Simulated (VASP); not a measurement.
# In2Ir3S2 (R-3m) in VASP: single point with r2SCAN

Aim: the single point of In2Ir3S2 with r2SCAN.

Everything below comes from runs of VASP 6.6.1. Logs are shortened: lines on timing, memory, paths and dates and some standing lists are left out, and cuts for length are marked.

## Step 1: The cell of the first run

The structure is trigonal, space group R-3m (No. 166). Conventional cell: a = 5.434 Å, b = 5.434 Å, c = 13.966 Å, α = 90.00°, β = 90.00°, γ = 120.00°. In (site symmetry -3m) has 6 Ir at 2.81 Å and 6 S at 3.23 Å within 3.7 Å. In (site symmetry -3m) has 6 Ir at 2.72 Å and 8 S at 3.09 to 3.51 Å within 3.6 Å. Ir (site symmetry 2/m) has 2 S at 2.22 Å and 4 Ir at 2.72 Å and 4 In at 2.72 to 2.81 Å within 2.9 Å. S (site symmetry 3m) has 3 Ir at 2.22 Å within 2.9 Å.

## Step 2: Single point, r2SCAN

The input, POSCAR:

```
In2Ir3S2
1.0
    0.0000000000     -3.1047540000      4.4594960000
    2.6298110000     -1.6503180000     -4.4594960000
    2.9840080000      1.6503180000      4.4594960000
In Ir S
2 3 2
Direct
    0.0000000000      0.0000000000      0.0000000000
    0.5000000000      0.5000000000      0.5000000000
    0.0000000000      0.5000000000      0.5000000000
    0.5000000000      0.0000000000      0.5000000000
    0.0000000000      0.0000000000      0.5000000000
    0.7210000000      0.2790000000      0.8370000000
    0.2790000000      0.7210000000      0.1630000000
```

The input, INCAR.step1:

```
PREC = Accurate
ENCUT = 520
ISMEAR = -1
SIGMA = 0.1
LREAL = F
LASPH = T
NELM = 100
NBANDS = 42
GGA = PE
ALGO = Normal
EDIFF = 1E-4
LWAVE = T
LCHARG = F
LUSENCCL = F
```

The input, INCAR.step2:

```
PREC = Accurate
ENCUT = 520
EDIFF = 1E-6
ISMEAR = -1
SIGMA = 0.1
LREAL = F
LASPH = T
NELM = 100
ALGO = Normal
ISIF = 2
LWAVE = F
LCHARG = F
METAGGA = R2SCAN
LMIXTAU = T
NBANDS = 42
ISTART = 1
LUSENCCL = F
```

The input, KPOINTS:

```
Automatic mesh
0
Gamma
  8 8 8
```

Potentials or basis: VASP PAW PBE potentials, release 64 (In_d, Ir, S).

Command:

```sh
cat potpaw_PBE.64/In_d/POTCAR potpaw_PBE.64/Ir/POTCAR potpaw_PBE.64/S/POTCAR > POTCAR
cp INCAR.step1 INCAR
mpirun -np 1 vasp_std > vasp.out
cp INCAR.step2 INCAR
mpirun -np 1 vasp_std > vasp.out
```

OUTCAR:

```text
PREC = Accurate
   ENCUT = 520
   EDIFF = 1E-6
   ISMEAR = -1
   LREAL = F
   LASPH = T
   NELM = 100
   ISIF = 2
   METAGGA = R2SCAN
   ISTART = 1

 ion  position               nearest neighbor table
   1  0.000  0.000  0.000-   5 2.81   5 2.81   3 2.81   3 2.81   4 2.81   4 2.81   6 3.23   7 3.23
                             7 3.23   6 3.23   6 3.23   7 3.23   2 3.91   2 3.91   2 3.91   2 3.91
   2  0.500  0.500  0.500-   4 2.72   4 2.72   3 2.72   3 2.72   5 2.72   5 2.72   6 3.09   7 3.09
                             1 3.91   1 3.91   1 3.91   1 3.91   1 3.91   1 3.91
   3  0.000  0.500  0.500-   6 2.22   7 2.22   5 2.72   5 2.72   2 2.72   2 2.72   4 2.72   4 2.72
                             1 2.81   1 2.81
   4  0.500  0.000  0.500-   6 2.22   7 2.22   2 2.72   2 2.72   5 2.72   5 2.72   3 2.72   3 2.72
                             1 2.81   1 2.81
   5  0.000  0.000  0.500-   6 2.22   7 2.22   3 2.72   3 2.72   4 2.72   4 2.72   2 2.72   2 2.72
                             1 2.81   1 2.81
   6  0.721  0.279  0.837-   4 2.22   5 2.22   3 2.22   2 3.09   1 3.23   1 3.23   1 3.23
   7  0.279  0.721  0.163-   4 2.22   5 2.22   3 2.22   2 3.09   1 3.23   1 3.23   1 3.23

  LATTYP: Found a trigonal (rhomboedric) cell.
 ALAT       =     5.6138190000
 COS(alpha) =     0.5315464654

  Lattice vectors:

 A1 = (   5.6138190000,   0.0000000000,   0.0000000000)
 A2 = (   2.9840080000,   4.7550720000,   0.0000000000)
 A3 = (   2.9840080000,   1.6503180000,   4.4594960000)

Analysis of symmetry for initial positions (statically):
=====================================================================
 Subroutine PRICEL returns:
 Original cell was already a primitive cell.

 Routine SETGRP: Setting up the symmetry group for a
 trigonal (rhombohedral) supercell.

 Subroutine GETGRP returns: Found 12 space group operations
 (whereof 12 operations were pure point group operations)
 out of a pool of 12 trial point group operations.

The static configuration has the point symmetry D_3d.

Analysis of symmetry for dynamics (positions and initial velocities):
=====================================================================
 Subroutine PRICEL returns:
 Original cell was already a primitive cell.

 Routine SETGRP: Setting up the symmetry group for a
 trigonal (rhombohedral) supercell.

 Subroutine GETGRP returns: Found 12 space group operations
 (whereof 12 operations were pure point group operations)
 out of a pool of 12 trial point group operations.

The dynamic configuration has the point symmetry D_3d.

 Subroutine INISYM returns: Found 12 space group operations
 (whereof 12 operations are pure point group operations),
 and found     1 'primitive' translations

----------------------------------------------------------------------------------------

                                     Primitive cell

  volume of cell :     119.0423

  direct lattice vectors                    reciprocal lattice vectors
     0.000000000 -3.104754000  4.459496000     0.000000000 -0.210301758  0.077826009
     2.629811000 -1.650318000 -4.459496000     0.178131856 -0.111785244 -0.077826213
     2.984008000  1.650318000  4.459496000     0.178131856  0.098516514  0.068588365

  length of vectors
     5.433838604  5.433834739  5.613818470     0.224240311  0.224240537  0.214804156

  position of ions in fractional coordinates (direct lattice)
     0.000000000  0.000000000  0.000000000
     0.500000000  0.500000000  0.500000000
     0.000000000  0.500000000  0.500000000
     0.500000000  0.000000000  0.500000000
     0.000000000  0.000000000  0.500000000
     0.721000000  0.279000000  0.837000000
     0.279000000  0.721000000  0.163000000

  ion indices of the primitive-cell ions
   primitive index   ion index
                 1           1
                 2           2
                 3           3
                 4           4
                 5           5
                 6           6
                 7           7

----------------------------------------------------------------------------------------

 KPOINTS: Automatic mesh

Automatic generation of k-mesh.
 Grid dimensions read from file:
 generate k-points for:    8    8    8

 Generating k-lattice:

  Cartesian coordinates                     Fractional coordinates (reciprocal lattice)
     0.000000000 -0.026287720  0.009728251     0.125000000  0.000000000  0.000000000
     0.022266482 -0.013973156 -0.009728277     0.000000000  0.125000000  0.000000000
     0.022266482  0.012314564  0.008573546     0.000000000  0.000000000  0.125000000

  Length of vectors
     0.028030039  0.028030067  0.026850520

  Shift w.r.t. Gamma in fractional coordinates (k-lattice)
     0.000000000  0.000000000  0.000000000

 Subroutine IBZKPT returns following result:
 ===========================================

 Found     65 irreducible k-points:

 Following reciprocal coordinates:
            Coordinates               Weight
  0.000000  0.000000  0.000000      1.000000
  0.125000  0.000000  0.000000      6.000000
  0.250000  0.000000  0.000000      6.000000
  0.375000  0.000000  0.000000      6.000000
  0.500000  0.000000  0.000000      3.000000
  0.125000  0.125000  0.000000      6.000000
[... 16 lines left out ...]
  0.250000  0.000000  0.125000      6.000000
  0.375000  0.000000  0.125000      6.000000
 [... further k-points ...]
   k-points           NKPTS =     65   k-points in BZ     NKDIM =     65   number of bands    NBANDS=     42
   number of dos      NEDOS =    301   number of ions     NIONS =      7
   total plane-waves  NPLWV =  67200
   dimension x,y,z NGX =    40 NGY =   40 NGZ =   42
   dimension x,y,z NGXF=    80 NGYF=   80 NGZF=   84
   ions per type =               2   3   2
   NGX,Y,Z   is equivalent  to a cutoff of  12.24, 12.24, 12.44 a.u.
   NGXF,Y,Z  is equivalent  to a cutoff of  24.48, 24.48, 24.88 a.u.
 SYSTEM =  unknown system
   PREC   = accura    normal or accurate (medium, high low for compatibility)
   ISTART =      1    job   : 0-new  1-cont  2-samecut
   ICHARG =      0    charge: 1-file 2-atom 10-const
   ISPIN  =      1    spin polarized calculation?
   LNONCOLLINEAR =      F non collinear calculations
   LSORBIT =      F    spin-orbit coupling
   LASPH  =      T    aspherical Exc in radial PAW
   ENCUT  =  520.0 eV  38.22 Ry    6.18 a.u.  10.10 10.10 10.44*2*pi/ulx,y,z
   NELM   =    100;   NELMIN=  2; NELMDL=  0     # of ELM steps
   EDIFF  = 0.1E-05   stopping-criterion for ELM
   LREAL  =      F    real-space projection
[... 7 lines left out ...]
   TEBEG  =    0.0;   TEEND  =   0.0 temperature during run
   PSTRESS=    0.0 pullay stress
   NELECT =      65.0000    total number of electrons
   NUPDOWN=      -1.0000    fix difference up-down
   EMIN   =  10.00;   EMAX   =-10.00  energy-range for DOS
   EFERMI =   0.00;   METHOD = LEGACY
   ISMEAR =    -1;   SIGMA  =   0.10  broadening in eV -4-tet -1-fermi 0-gaus
   EFERMI_NEDOS =   21; number of points for ismear=-14 and -15
   IALGO  =     38    algorithm
   IMIX   =      4    mixing-type and parameters
     AMIX     =   0.40;   BMIX     =  1.00
     AMIX_MAG =   1.60;   BMIX_MAG =  1.00
  volume/ion in A,a.u.               =      17.01       114.76
  Fermi-wavevector in a.u.,A,eV,Ry     =   1.338070  2.528586 24.360300  1.790432
  Thomas-Fermi vector in A             =   2.466569
   LORBIT       =      0    0 simple, 1 ext, 2 COOP (PROOUT), +10 PAW based schemes
   METAGGA = R2SCAN    functional components
   LHFCALC =     F    Hartree Fock is set to
   AEXX    =    0.0000 exact exchange contribution
   IVDW    =     0    specifies the selected vdW correction
   LEPSILON=     F    determine dielectric tensor
   LRPA    =     F    only Hartree local field effects (RPA)
 non-spin polarized calculation
  energy-cutoff  :      520.00
  volume of cell :      119.04
 maximum number of plane-waves:      3233
   NGX = 21   NGY = 21   NGZ = 21

 number of electron      65.0000004 magnetization

 Free energy of the ion-electron system (eV)
  ---------------------------------------------------
  ext. energy  EPLUGINS =         0.00000000
  ---------------------------------------------------
  free energy    TOTEN  =      -220.26771261 eV

  energy without entropy =     -220.16254017  energy(sigma->0) =     -220.21512639

 E-fermi :   8.8200     XC(G=0): -12.7666

 val. band max:        8.7872209666   @ k =  -0.2500   0.0000   0.1250
 cond. band min:       8.8252180916   @ k =  -0.3750   0.2500   0.1250
 fundamental gap:      0.0379971250
 Fermi energy:         8.8200051620

 k-point     1 :       0.0000    0.0000    0.0000
  band No.  band energies     occupation
      1      -7.7781      2.00000
      2      -6.3392      2.00000
      3      -6.3164      2.00000
      4      -6.3164      2.00000
      5      -6.2552      2.00000
      6      -6.2552      2.00000
[... 34 lines left out ...]
     41      13.5403      0.00000
     42      14.7682      0.00000

 k-point     2 :       0.1250    0.0000    0.0000
  band No.  band energies     occupation
      1      -7.6983      2.00000
      2      -6.3313      2.00000
      3      -6.3161      2.00000
      4      -6.3026      2.00000
      5      -6.2605      2.00000
      6      -6.2495      2.00000
[... 34 lines left out ...]
     41      13.6280      0.00000
     42      15.0637      0.00000

 k-point     3 :       0.2500    0.0000    0.0000
  band No.  band energies     occupation
      1      -7.4744      2.00000
      2      -6.3629      2.00000
      3      -6.3022      2.00000
      4      -6.2753      2.00000
      5      -6.2437      2.00000
      6      -6.2302      2.00000
[... 897 lines left out ...]
      4      -6.2727      2.00000
      5      -6.2402      2.00000
      6      -6.2394      2.00000
[... 34 lines left out ...]
     41      14.3270      0.00000
     42      15.1909      0.00000

 k-point    24 :       0.3750    0.0000    0.1250
  band No.  band energies     occupation
      1      -7.2073      2.00000
      2      -6.4551      2.00000
      3      -6.2788      2.00000
      4      -6.2534      2.00000
      5      -6.2182      2.00000
      6      -6.2065      2.00000
[... 34 lines left out ...]
     41      14.6009      0.00000
     42      15.7714      0.00000

 [... further k-points ...]

------------------------ aborting loop because EDIFF is reached ----------------------------------------

  FORCE on cell =-STRESS in cart. coord.  units (eV):
  Direction    XX          YY          ZZ          XY          YZ          ZX
  --------------------------------------------------------------------------------------
  -------------------------------------------------------------------------------------
  Total       12.2342509     15.6387727     16.4117690     -2.7125546     -1.0444590     -1.8885074
  in kB      164.6594588    210.4805488    220.8842231    -36.5079788    -14.0572607    -25.4172166
  external PRESSURE =     198.6747436 kB  Pullay stress =       0.0000000 kB

 VOLUME and BASIS-vectors are now :
 -----------------------------------------------------------------------------
  energy-cutoff  :      520.00
  volume of cell :      119.04
      direct lattice vectors                 reciprocal lattice vectors
     0.000000000 -3.104754000  4.459496000     0.000000000 -0.210301758  0.077826009
     2.629811000 -1.650318000 -4.459496000     0.178131856 -0.111785244 -0.077826213
     2.984008000  1.650318000  4.459496000     0.178131856  0.098516514  0.068588365

 POSITION                                       TOTAL-FORCE (eV/Angst)
 -----------------------------------------------------------------------------------
      0.00000      0.00000      0.00000        -0.000000      0.000000      0.000000
      2.80691     -1.55238      2.22975        -0.000000      0.000000      0.000000
      2.80691      0.00000      0.00000        -0.000000      0.000000      0.000000
      1.49200     -0.72722      4.45950        -0.000000      0.000000      0.000000
      1.49200      0.82516      2.22975        -0.000000      0.000000      0.000000
      3.23133     -1.31765      5.70370         2.816102      1.557459      1.084318
      2.38249     -1.78710     -1.24420        -2.816102     -1.557459     -1.084318
 -----------------------------------------------------------------------------------
    total drift:                               -0.000000     -0.000000     -0.000000

  FREE ENERGIE OF THE ION-ELECTRON SYSTEM (eV)
  ---------------------------------------------------
  free  energy   TOTEN  =      -220.2677126058 eV

  energy  without entropy=     -220.1625401708  energy(sigma->0) =     -220.21512639
```

It took 8.6 min on 1 × NVIDIA H100 80GB with 1 thread of Intel Xeon Platinum 8481C at 2.70GHz (Sapphire Rapids), shared host; peak memory 1.4 GiB.

What came out:

| Property | Result |
| --- | --- |
| Free energy | -220.2677 eV |
| Pressure | 19.9 GPa |
| Largest force | 3.396 eV/Å |
| Band gap on the k mesh | zero (an odd number of electrons rules out a gap without spin polarisation) |

Forces on the atoms (eV/Å):
```
In   0.000  0.000  0.000
In   0.000  0.000  0.000
Ir   0.000  0.000  0.000
Ir   0.000  0.000  0.000
Ir   0.000  0.000  0.000
S    2.816  1.557  1.084
S   -2.816 -1.557 -1.084
```

Stress tensor (GPa, compression positive):
```
16.47 -3.65 -2.54
-3.65 21.05 -1.41
-2.54 -1.41 22.09
```

Levels at points of the mesh, in eV from the Fermi level:
```csv
k point,band 31,band 32,band 33,band 34,band 35,band 36
"(0.00, 0.00, 0.00)",-1.02,-0.80,-0.80,1.73,1.77,1.77
"(0.50, 0.00, 0.00)",-0.92,-0.70,0.67,1.93,2.19,2.55
"(0.50, 0.50, 0.00)",-1.08,-0.68,-0.34,1.44,2.41,2.78
"(0.00, 0.00, 0.50)",-0.89,0.62,0.62,1.73,2.58,2.58
```

Caveat: the cell stands under pressure; the PAW data sets were made with another functional, which shifts forces and pressure a little; spin-orbit coupling is left out, which moves the levels of the heavy elements.
